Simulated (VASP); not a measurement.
Here is a VASP 6.6.1 calculation.

Contents of INCAR:

```
PREC     = Accurate       # precision mode
ENCUT    = 520            # plane-wave cutoff, eV
EDIFF    = 1E-7           # SCF threshold, eV
ISMEAR   = 1              # smearing method
SIGMA    = 0.1            # smearing width, eV
LREAL    = False          # projectors in reciprocal space
LASPH    = True           # aspherical terms in the spheres
NELM     = 80             # most SCF steps
ALGO     = Normal         # electronic algorithm
ISIF     = 2              # what is computed and relaxed
LWAVE    = False          # write WAVECAR
LCHARG   = True           # write CHGCAR
GGA      = CA             # functional
LELF     = True           # ELF
LVHAR    = True         
NBANDS   = 21             # bands
```

Contents of KPOINTS:

```
Automatic mesh
0
Gamma
  7 7 7
```

POSCAR

```
Mo
1.0
    0.0000000000      2.5856437783      2.5856437783
    2.5856437783      0.0000000000      2.5856437783
    2.5856437783      2.5856437783      0.0000000000
Mo
2
Direct
    0.0000000000      0.0000000000      0.0000000000
    0.2500000000      0.2500000000      0.2500000000
```

Potentials or basis: VASP PAW LDA potentials, release 64 (Mo_sv).

Run with:

```bash
$ cat potpaw_LDA.64/Mo_sv/POTCAR > POTCAR
$ mpirun -np 1 vasp_std > vasp.out
```

(1) Predict the band gap on the k mesh.

(2) Predict the pressure.

Results:

(1) zero (band 14 reaches 10.57 eV, above the bottom of band 15 at 10.23 eV).

(2) 46.9 GPa.
